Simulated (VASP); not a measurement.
Crystal: Pt.

```
Pt
1.0
     0.00000    1.96090    1.96090
     1.96090    0.00000    1.96090
     1.96090    1.96090    0.00000
Pt
1
Direct
  0.00000 0.00000 0.00000
```

* Program: VASP 6.6.1
* Task: relaxation of cell and atoms
* Functional: PBEsol
* Dispersion: D3(BJ)
* Potentials or basis: VASP PAW PBE potentials, release 64 (Pt)
* Cutoff: 600 eV
* k mesh: 12 × 12 × 12
* Occupations: fermi-dirac, width 0.05 eV
* Spin: no spin polarisation

At the start: pressure -9.0 GPa; volume 15.08 Å³/atom.

How do energy, volume and symmetry change on relaxing?

Over 4 steps the energy falls by 13.3 meV/atom and the volume is 14.62 Å³/atom (-3.0 %); space group Fm-3m (No. 225, to 0.05 Å).

Step by step:
| step | energy change (eV) | largest force (eV/Å) | pressure (GPa) | volume (Å³) |
| --- | --- | --- | --- | --- |
| 1 | 0.0000 | 0.0000 | -8.98 | 15.08 |
| 2 | 0.1282 | 0.0000 | 38.19 | 13.31 |
| 3 | -0.0133 | 0.0000 | -0.36 | 14.64 |
| 4 | -0.0133 | 0.0000 | -0.05 | 14.62 |

Final structure:
```
CELL_PARAMETERS angstrom
0.00000 1.94095 1.94095
1.94095 0.00000 1.94095
1.94095 1.94095 0.00000
ATOMIC_POSITIONS crystal
Pt 0.00000 0.00000 0.00000
```

Caveat: the PAW data sets were made with another functional, which shifts forces and pressure a little; pairwise dispersion overbinds metals, which lowers pressure and volume.
